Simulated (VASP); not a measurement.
# Si16C (a cell with a defect) in VASP: notebook

The runs below take Si16C (a cell with a defect) through single point, with PBE.

Program: VASP 6.6.1. These are calculated values, not measurements. Logs are shortened: lines on timing, memory, paths and dates and some standing lists are left out, and cuts for length are marked.

## 1. The cell of the first run

The cell holds a defect, 17 atoms: a = 7.679 Å, b = 7.679 Å, c = 7.679 Å, α = 60.00°, β = 60.00°, γ = 60.00°.

## 2. Single point, PBE, collinear spin, zero start

Input file INCAR:

```
ALGO = Normal
EDIFF = 1E-6
ENCUT = 520
GGA = PE
ISIF = 2
ISMEAR = 0
ISPIN = 2
LASPH = T
LCHARG = T
LELF = T
LORBIT = 11
LREAL = Auto
LVHAR = T
LWAVE = F
MAGMOM = 0 0 0 0 0 0 0 0 0 0 0 0 0 0 0 0 0
NBANDS = 52
NELM = 150
PREC = Accurate
SIGMA = 0.05
```

Input file KPOINTS:

```
k-points
0
Gamma
  2 2 2
```

Input file POSCAR:

```
Si16C
1.0
    0.0000000000      5.4300000000      5.4300000000
    5.4300000000      0.0000000000      5.4300000000
    5.4300000000      5.4300000000      0.0000000000
Si C
16 1
Direct
    0.0192467772     -0.0100661142      0.0008395948
    0.1249399632      0.1194453039      0.1384259669
    0.0144918969     -0.0188058932      0.5116933702
    0.1249905157      0.1244848066      0.6258546041
    0.0078718232      0.4929602210      0.0063917127
    0.1248102210      0.6171590239      0.1387363720
    0.0143023020      0.4924249540      0.5119962247
    0.1519360037      0.6078164825      0.6323818600
    0.4980920810     -0.0166254144      0.0116869245
    0.6523434622      0.1483114180      0.0511123389
    0.4726088398      0.0598609576      0.4082488029
    0.6459915285      0.0805338858      0.6443508287
    0.4980092081      0.5068675875      0.0119106814
    0.6333881215      0.6094964088      0.1478105893
    0.5263679558      0.4756937385      0.5224688766
    0.6457462247      0.6295186004      0.6444038674
    0.6548868324      0.8974151934      0.5506015654
```

Potentials or basis: VASP PAW PBE potentials, release 64 (Si, C).

On the command line:

```console
> cat potpaw_PBE.64/Si/POTCAR potpaw_PBE.64/C/POTCAR > POTCAR
> mpirun -np 1 vasp_std > vasp.out
```

OUTCAR:

```text
EDIFF = 1E-6
   ENCUT = 520
   GGA = PE
   ISIF = 2
   ISMEAR = 0
   ISPIN = 2
   LASPH = T
   LORBIT = 11
   LREAL = Auto
   NELM = 150
   PREC = Accurate

 ion  position               nearest neighbor table
   1  0.019  0.990  0.001-   6 2.34   2 2.34  10 2.35   4 2.35
   2  0.125  0.119  0.138-   1 2.34   9 2.34   5 2.34   3 2.34
   3  0.014  0.981  0.512-   4 2.31  12 2.32   8 2.34   2 2.34
   4  0.125  0.124  0.626-  11 2.28   7 2.31   3 2.31   1 2.35
   5  0.008  0.493  0.006-   6 2.34   2 2.34   8 2.35  14 2.35
   6  0.125  0.617  0.139-   1 2.34  13 2.34   5 2.34   7 2.34
   7  0.014  0.492  0.512-   4 2.31  16 2.32   6 2.34   8 2.34
   8  0.152  0.608  0.632-   3 2.34   7 2.34   5 2.35  15 2.35
   9  0.498  0.983  0.012-  10 2.31  12 2.31   2 2.34  14 2.35
  10  0.652  0.148  0.051-  11 2.28  13 2.31   9 2.31   1 2.35
  11  0.473  0.060  0.408-  17 1.77  10 2.28   4 2.28  12 2.83  16 2.83
  12  0.646  0.081  0.644-  17 1.84   9 2.31   3 2.32  15 2.48  11 2.83
  13  0.498  0.507  0.012-  10 2.31  16 2.31   6 2.34  14 2.35
  14  0.633  0.609  0.148-   9 2.35  13 2.35   5 2.35  15 2.35
  15  0.526  0.476  0.522-   8 2.35  14 2.35  16 2.48  12 2.48
  16  0.646  0.630  0.644-  17 1.84  13 2.31   7 2.32  15 2.48  11 2.83
  17  0.655  0.897  0.551-  11 1.77  12 1.84  16 1.84

  LATTYP: Found a face centered cubic cell.
 ALAT       =    10.8600000000

  Lattice vectors:

 A1 = (   0.0000000000,   5.4300000000,   5.4300000000)
 A2 = (   5.4300000000,   0.0000000000,   5.4300000000)
 A3 = (   5.4300000000,   5.4300000000,   0.0000000000)

Analysis of symmetry for initial positions (statically):
=====================================================================
 Subroutine PRICEL returns:
 Original cell was already a primitive cell.

 Routine SETGRP: Setting up the symmetry group for a
 face centered cubic supercell.

 Subroutine GETGRP returns: Found  1 space group operations
 (whereof  1 operations were pure point group operations)
 out of a pool of 48 trial point group operations.

The static configuration has the point symmetry C_1 .

Analysis of symmetry for dynamics (positions and initial velocities):
=====================================================================
 Subroutine PRICEL returns:
 Original cell was already a primitive cell.

 Routine SETGRP: Setting up the symmetry group for a
 face centered cubic supercell.

 Subroutine GETGRP returns: Found  1 space group operations
 (whereof  1 operations were pure point group operations)
 out of a pool of 48 trial point group operations.

The dynamic configuration has the point symmetry C_1 .

Analysis of structural, dynamic, and magnetic symmetry:
=====================================================================
 Subroutine PRICEL returns:
 Original cell was already a primitive cell.

 Routine SETGRP: Setting up the symmetry group for a
 face centered cubic supercell.

 Subroutine GETGRP returns: Found  1 space group operations
 (whereof  1 operations were pure point group operations)
 out of a pool of 48 trial point group operations.

The overall configuration has the point symmetry C_1 .

 Subroutine INISYM returns: Found  1 space group operations
 (whereof  1 operations are pure point group operations),
 and found     1 'primitive' translations

----------------------------------------------------------------------------------------

                                     Primitive cell

  volume of cell :     320.2060

  direct lattice vectors                    reciprocal lattice vectors
     0.000000000  5.430000000  5.430000000    -0.092081031  0.092081031  0.092081031
     5.430000000  0.000000000  5.430000000     0.092081031 -0.092081031  0.092081031
     5.430000000  5.430000000  0.000000000     0.092081031  0.092081031 -0.092081031

  length of vectors
     7.679179644  7.679179644  7.679179644     0.159489025  0.159489025  0.159489025

  position of ions in fractional coordinates (direct lattice)
     0.019246777  0.989933886  0.000839595
     0.124939963  0.119445304  0.138425967
     0.014491897  0.981194107  0.511693370
     0.124990516  0.124484807  0.625854604
     0.007871823  0.492960221  0.006391713
     0.124810221  0.617159024  0.138736372
[... 9 lines left out ...]
     0.645746225  0.629518600  0.644403867
[... 64 lines left out ...]
   NGX,Y,Z   is equivalent  to a cutoff of  12.99, 12.99, 12.99 a.u.
   NGXF,Y,Z  is equivalent  to a cutoff of  25.98, 25.98, 25.98 a.u.
 SYSTEM =  unknown system
   PREC   = accura    normal or accurate (medium, high low for compatibility)
   ISTART =      0    job   : 0-new  1-cont  2-samecut
   ICHARG =      2    charge: 1-file 2-atom 10-const
   ISPIN  =      2    spin polarized calculation?
   LNONCOLLINEAR =      F non collinear calculations
   LSORBIT =      F    spin-orbit coupling
   LASPH  =      T    aspherical Exc in radial PAW
   ENCUT  =  520.0 eV  38.22 Ry    6.18 a.u.  14.28 14.28 14.28*2*pi/ulx,y,z
   NELM   =    150;   NELMIN=  2; NELMDL= -5     # of ELM steps
   EDIFF  = 0.1E-05   stopping-criterion for ELM
   LREAL  =      T    real-space projection
   EDIFFG = 0.1E-04   stopping-criterion for IOM
   NSW    =      0    number of steps for IOM
   IBRION =     -1    ionic relax: 0-MD 1-quasi-New 2-CG
   NFREE  =      0    steps in history (QN), initial steepest desc. (CG)
   ISIF   =      2    stress and relaxation
   ISYM   =      2    0-nonsym 1-usesym 2-fastsym
   POTIM  = 0.5000    time-step for ionic-motion
   TEBEG  =    0.0;   TEEND  =   0.0 temperature during run
   PSTRESS=    0.0 pullay stress
   NELECT =      68.0000    total number of electrons
   NUPDOWN=      -1.0000    fix difference up-down
   EMIN   =  10.00;   EMAX   =-10.00  energy-range for DOS
   EFERMI =   0.00;   METHOD = LEGACY
   ISMEAR =     0;   SIGMA  =   0.05  broadening in eV -4-tet -1-fermi 0-gaus
   EFERMI_NEDOS =   21; number of points for ismear=-14 and -15
   IALGO  =     38    algorithm
   IMIX   =      4    mixing-type and parameters
     AMIX     =   0.40;   BMIX     =  1.00
     AMIX_MAG =   1.60;   BMIX_MAG =  1.00
  volume/ion in A,a.u.               =      18.84       127.11
  Fermi-wavevector in a.u.,A,eV,Ry     =   0.976715  1.845724 12.979587  0.953973
  Thomas-Fermi vector in A             =   2.107356
   LORBIT       =     11    0 simple, 1 ext, 2 COOP (PROOUT), +10 PAW based schemes
   GGA     = PE    functional components
   LHFCALC =     F    Hartree Fock is set to
   AEXX    =    0.0000 exact exchange contribution
   IVDW    =     0    specifies the selected vdW correction
   LEPSILON=     F    determine dielectric tensor
   LRPA    =     F    only Hartree local field effects (RPA)
 spin polarized calculation
 Gauss-broadening in eV      SIGMA  =   0.05
  energy-cutoff  :      520.00
  volume of cell :      320.21
 maximum number of plane-waves:      8646
 NGX is ok and might be reduce to    60
   NGX = 29   NGY = 29   NGZ = 29

 number of electron      68.0000001 magnetization       0.0000317

 number of electron      68.0000001 magnetization      -0.0000033

 Free energy of the ion-electron system (eV)
  ---------------------------------------------------
  ext. energy  EPLUGINS =         0.00000000
  ---------------------------------------------------
  free energy    TOTEN  =       -91.11004782 eV

  energy without entropy =      -91.10789838  energy(sigma->0) =      -91.10897310

 E-fermi :   6.3287     XC(G=0):  -9.5589

 val. band max:        6.2740368080   @ k =   0.0000   0.0000   0.5000
 cond. band min:       6.3832292698   @ k =   0.0000   0.0000   0.0000
 fundamental gap:      0.1091924618
 Fermi energy:         6.3286717997

 spin component 1

 k-point     1 :       0.0000    0.0000    0.0000
  band No.  band energies     occupation
      1      -7.0545      1.00000
      2      -5.3184      1.00000
      3      -3.8551      1.00000
      4      -3.8201      1.00000
      5      -3.7180      1.00000
      6      -2.9325      1.00000
[... 381 lines left out ...]
     45      10.2950      0.00000
     46      10.4038      0.00000
 Fermi energy:         6.3286717997

 spin component 2

 k-point     1 :       0.0000    0.0000    0.0000
  band No.  band energies     occupation
      1      -7.0545      1.00000
      2      -5.3184      1.00000
      3      -3.8551      1.00000
      4      -3.8201      1.00000
      5      -3.7180      1.00000
      6      -2.9325      1.00000
[... 381 lines left out ...]
     45      10.2950      0.00000
     46      10.4038      0.00000
 [bands above 46 left out]

------------------------ aborting loop because EDIFF is reached ----------------------------------------

  FORCE on cell =-STRESS in cart. coord.  units (eV):
  Direction    XX          YY          ZZ          XY          YZ          ZX
  --------------------------------------------------------------------------------------
  -------------------------------------------------------------------------------------
  Total        5.6301096     13.5709939      5.6210840      0.1992820     -0.1863470     -1.9575882
  in kB       28.1707201     67.9035927     28.1255594      0.9971241     -0.9324025     -9.7949548
  external PRESSURE =      41.3999574 kB  Pullay stress =       0.0000000 kB

 VOLUME and BASIS-vectors are now :
 -----------------------------------------------------------------------------
  energy-cutoff  :      520.00
  volume of cell :      320.21
      direct lattice vectors                 reciprocal lattice vectors
     0.000000000  5.430000000  5.430000000    -0.092081031  0.092081031  0.092081031
     5.430000000  0.000000000  5.430000000     0.092081031 -0.092081031  0.092081031
     5.430000000  5.430000000  0.000000000     0.092081031  0.092081031 -0.092081031

 POSITION                                       TOTAL-FORCE (eV/Angst)
 -----------------------------------------------------------------------------------
      5.37990      0.10907      5.47985         0.000751      0.007802     -0.000208
      1.40024      1.43008      1.32701        -0.006359     -0.008382     -0.013657
      8.10638      2.85719      5.40658         0.004849     -0.009341      0.012177
      4.07434      4.07709      1.35465         0.011280     -0.000429     -0.010091
      2.71148      0.07745      2.71952        -0.000125      0.013546     -0.001840
      4.10451      1.43106      4.02889         0.009595     -0.006827      0.010276
[... 9 lines left out ...]
      6.91740      7.00552      6.92469         0.004757      0.026568      0.007486
      7.86273      6.54580      8.42900        -0.000307      0.010535     -0.005844
 -----------------------------------------------------------------------------------
    total drift:                                0.002461     -0.006008     -0.001457

  FREE ENERGIE OF THE ION-ELECTRON SYSTEM (eV)
  ---------------------------------------------------
  free  energy   TOTEN  =       -91.1100478224 eV

  energy  without entropy=      -91.1078983803  energy(sigma->0) =      -91.10897310

 total charge

# of ion       s       p       d       tot
------------------------------------------
    1        0.741   0.945   0.000   1.686
    2        0.741   0.958   0.000   1.698
    3        0.753   0.951   0.000   1.704
    4        0.754   0.972   0.000   1.725
    5        0.738   0.962   0.000   1.699
    6        0.741   0.958   0.000   1.698
[... 9 lines left out ...]
   16        0.749   0.921   0.000   1.670
   17        0.885   1.601   0.000   2.485
--------------------------------------------------
tot         12.873  16.762   0.000  29.634

 magnetization (x)

# of ion       s       p       d       tot
------------------------------------------
    1        0.000   0.000   0.000   0.000
    2       -0.000   0.000   0.000  -0.000
    3       -0.000   0.000   0.000   0.000
    4        0.000   0.000   0.000   0.000
    5        0.000  -0.000   0.000  -0.000
    6        0.000   0.000   0.000   0.000
[... 9 lines left out ...]
   16       -0.000   0.000   0.000  -0.000
   17        0.000  -0.000   0.000  -0.000
--------------------------------------------------
tot         -0.000  -0.000   0.000  -0.000
```

Run time: 7.3 min. Hardware: 1 thread of Intel Xeon 6975P-C (Granite Rapids), shared host; peak memory 0.7 GiB.

What came out:

| Quantity | Value |
| --- | --- |
| Free energy | -91.1100 eV |
| Pressure | 4.1 GPa |
| Largest force | 0.030 eV/Å |
| Band gap on the k mesh | zero (filled and empty bands overlap) |
| Net moment | 0.00 μB per cell |
| Valence electrons inside the program's atomic spheres | Si 1.69, 1.70, 1.73, 1.71, 1.72, 1.67, 1.65; C 2.48 |

Forces on the atoms (eV/Å):
```
Si   0.001  0.008  0.000
Si  -0.006 -0.008 -0.014
Si   0.005 -0.009  0.012
Si   0.011  0.000 -0.010
Si   0.000  0.014 -0.002
Si   0.010 -0.007  0.010
Si  -0.008 -0.012 -0.002
Si   0.011 -0.006 -0.012
Si   0.015  0.002  0.010
Si   0.002 -0.004 -0.003
Si  -0.016 -0.022  0.013
Si  -0.009  0.018 -0.001
Si  -0.011 -0.006 -0.007
Si  -0.011  0.001  0.009
Si   0.004 -0.004 -0.005
Si   0.005  0.027  0.007
C    0.000  0.011 -0.006
```

Caveat: the k points lie up to 0.50 Å⁻¹ apart.

## 3. Single point, PBE, collinear spin, zero start

Input file INCAR:

```
SYSTEM = Si16C
ALGO     = Normal         ! electronic algorithm
EDIFF    = 1E-6           ! SCF threshold, eV
ENCUT    = 520            ! plane-wave cutoff, eV
GGA      = PE             ! functional
ISIF     = 2              ! what is computed and relaxed
ISMEAR   = 0              ! smearing method
ISPIN    = 2              ! spin polarisation
LASPH    = .TRUE.         ! aspherical terms in the spheres
LCHARG   = .FALSE.        ! write CHGCAR
LORBIT   = 11             ! projections on sites
LREAL    = Auto         
LWAVE    = .FALSE.        ! write WAVECAR
MAGMOM   = 0 0 0 0 0 0 0 0 0 0 0 0 0 0 0 0 0 ! initial moments
NBANDS   = 52             ! bands
NELM     = 150            ! most SCF steps
PREC     = Accurate       ! precision mode
SIGMA    = 0.05           ! smearing width, eV
```

Input file KPOINTS:

```
k-points
0
G
  2 2 2
  0 0 0
```

Input file POSCAR:

```
Si16C
1.0
    0.0000000000      5.4300000000      5.4300000000
    5.4300000000      0.0000000000      5.4300000000
    5.4300000000      5.4300000000      0.0000000000
Si C
16 1
Direct
    0.0146112339      0.0158152855     -0.0163429098
    0.1299125230      0.1327629834      0.1255335175
    0.0136364641      0.0146467772      0.4998979742
    0.1539393186      0.1399940147      0.6090739411
    0.0034014733      0.5060786372      0.0090233886
    0.1290315838      0.6425181400      0.1203905157
    0.0034594843      0.5344988950      0.4888710866
    0.1179337937      0.6401697053      0.6358498158
    0.5032114180      0.0115953959      0.0051611418
    0.6408455801      0.1339586556      0.1184868324
    0.5502302026     -0.0060791897      0.4865565378
    0.6394784530      0.1264353591      0.6322821363
    0.4973523941      0.5015941989      0.0036479742
    0.6313714549      0.6394036832      0.1063335175
    0.4766864641      0.4843720994      0.4743183241
    0.5686818600      0.5688739411      0.6535059853
    0.7368780847      0.7259373849      0.4819465930
```

Potentials or basis: VASP PAW PBE potentials, release 64 (Si, C).

On the command line:

```console
> cat potpaw_PBE.64/Si/POTCAR potpaw_PBE.64/C/POTCAR > POTCAR
> mpirun -np 1 vasp_std > vasp.out
```

It took 6 min on 1 thread of Intel Xeon 6975P-C (Granite Rapids), shared host; peak memory 0.71 GiB.

Results (log left out):

| Quantity | Value |
| --- | --- |
| Free energy | -91.0967 eV |
| Pressure | 4.2 GPa |
| Largest force | 0.124 eV/Å |
| Band gap on the k mesh | zero (filled and empty bands overlap) |
| Net moment | 0.00 μB per cell |
| Valence electrons inside the program's atomic spheres | Si 1.70, 1.69, 1.65, 1.67, 1.71, 1.73; C 2.49 |

Forces in eV/Å, atoms in the order of the input:
```
Si  -0.020 -0.015  0.006
Si  -0.003 -0.017 -0.027
Si  -0.015  0.047  0.019
Si   0.037 -0.016  0.006
Si  -0.018  0.003  0.040
Si  -0.006  0.008 -0.006
Si   0.107 -0.017  0.060
Si  -0.009 -0.009  0.018
Si   0.010  0.016 -0.003
Si  -0.027  0.030  0.017
Si  -0.002 -0.007 -0.022
Si  -0.058 -0.017 -0.011
Si  -0.001 -0.010 -0.006
Si  -0.018  0.030  0.006
Si  -0.038  0.018 -0.042
Si   0.035  0.046 -0.046
C    0.024 -0.089 -0.009
```

Stress tensor (GPa, compression positive):
```
 2.79  1.01 -0.02
 1.01  2.92  0.21
-0.02  0.21  6.91
```

Levels at points of the mesh, in eV from the Fermi level:
Spin up:
```csv
k point,band 31,band 32,band 33,band 34,band 35,band 36,band 37,band 38
"(0.00, 0.00, 0.00)",-1.22,-0.82,-0.50,-0.48,-0.38,0.07,0.35,0.52
"(0.50, 0.00, 0.00)",-1.40,-1.29,-1.01,-0.14,0.64,0.74,1.08,1.09
"(0.00, 0.50, 0.00)",-1.41,-1.28,-1.03,-0.20,0.69,0.73,1.03,1.14
"(0.00, 0.00, 0.50)",-1.23,-1.20,-1.07,-0.09,0.54,0.73,0.98,1.06
"(0.50, 0.50, 0.50)",-1.30,-1.28,-0.98,-0.07,0.60,0.68,0.93,1.09
"(0.50, 0.50, 0.00)",-1.79,-1.74,-1.11,0.31,0.58,0.95,1.41,1.76
"(0.00, 0.50, 0.50)",-1.84,-1.69,-1.04,-0.79,0.85,1.11,1.38,1.90
"(0.50, 0.00, 0.50)",-1.82,-1.69,-0.99,-0.84,0.84,1.10,1.39,1.90
```
Spin down:
| k point | band 32 | band 33 | band 34 | band 35 | band 36 | band 37 |
| --- | --- | --- | --- | --- | --- | --- |
| (0.00, 0.00, 0.00) | -0.82 | -0.50 | -0.48 | -0.38 | 0.07 | 0.35 |
| (0.50, 0.00, 0.00) | -1.29 | -1.01 | -0.14 | 0.64 | 0.74 | 1.08 |
| (0.00, 0.50, 0.00) | -1.28 | -1.03 | -0.20 | 0.69 | 0.73 | 1.03 |
| (0.00, 0.00, 0.50) | -1.20 | -1.07 | -0.09 | 0.54 | 0.73 | 0.98 |
| (0.50, 0.50, 0.50) | -1.28 | -0.98 | -0.07 | 0.60 | 0.68 | 0.93 |
| (0.50, 0.50, 0.00) | -1.74 | -1.11 | 0.31 | 0.58 | 0.95 | 1.41 |
| (0.00, 0.50, 0.50) | -1.69 | -1.04 | -0.79 | 0.85 | 1.11 | 1.38 |
| (0.50, 0.00, 0.50) | -1.69 | -0.99 | -0.84 | 0.84 | 1.10 | 1.39 |

Caveat: the k points lie up to 0.50 Å⁻¹ apart.
